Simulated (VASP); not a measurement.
Set up this calculation in VASP 6.6.1, as the native input.

```
Task                   : single point
Functional             : r2SCAN
Potentials or basis    : VASP PAW PBE potentials, release 64 (Hf_pv)
Cutoff                 : 520 eV
k mesh                 : 10 × 10 × 10
Occupations            : fermi-dirac, width 0.05 eV
Spin                   : no spin polarisation
Dipole correction      : no
Further INCAR settings : ALGO = Normal; EDIFF = 1e-06; NBANDS = 11
```

Crystal: Hf.

```
CELL_PARAMETERS angstrom
0.00000 2.23470 2.23470
2.23470 0.00000 2.23470
2.23470 2.23470 0.00000
ATOMIC_POSITIONS crystal
Hf 0.00000 0.00000 0.00000
```

The input as run:

POSCAR

```
Hf
1.0
    0.0000000000      2.2347024152      2.2347024152
    2.2347024152      0.0000000000      2.2347024152
    2.2347024152      2.2347024152      0.0000000000
Hf
1
Direct
    0.0000000000      0.0000000000      0.0000000000
```

INCAR.step1

```
PREC = Accurate
ENCUT = 520
ISMEAR = -1
SIGMA = 0.05
LREAL = False
LASPH = True
NELM = 100
NBANDS = 11
GGA = PE
ALGO = Normal
EDIFF = 1E-4
LWAVE = True
LCHARG = False
```

INCAR.step2

```
PREC = Accurate
ENCUT = 520
EDIFF = 1E-6
ISMEAR = -1
SIGMA = 0.05
LREAL = False
LASPH = True
NELM = 100
ALGO = Normal
ISIF = 2
LWAVE = False
LCHARG = False
METAGGA = R2SCAN
LMIXTAU = True
NBANDS = 11
ISTART = 1
```

KPOINTS

```
Automatic mesh
0
Gamma
  10 10 10
```

Potentials or basis: VASP PAW PBE potentials, release 64 (Hf_pv).

Run with:

```console
$ cat potpaw_PBE.64/Hf_pv/POTCAR > POTCAR
$ cp INCAR.step1 INCAR
$ mpirun -np 1 vasp_std > vasp.out
$ cp INCAR.step2 INCAR
$ mpirun -np 1 vasp_std > vasp.out
```

Results of the run:

The pressure is 0.0 GPa and the band gap on the k mesh is zero (band 5 reaches 6.23 eV, above the bottom of band 6 at 4.25 eV).

Caveat: the PAW data sets were made with another functional, which shifts forces and pressure a little; spin-orbit coupling is left out, which moves the levels of the heavy elements.

Run time: 14 s on 1 thread of Intel(R) Xeon(R) Platinum 8559C (Emerald Rapids), on a shared host, peak memory 0.14 GiB.
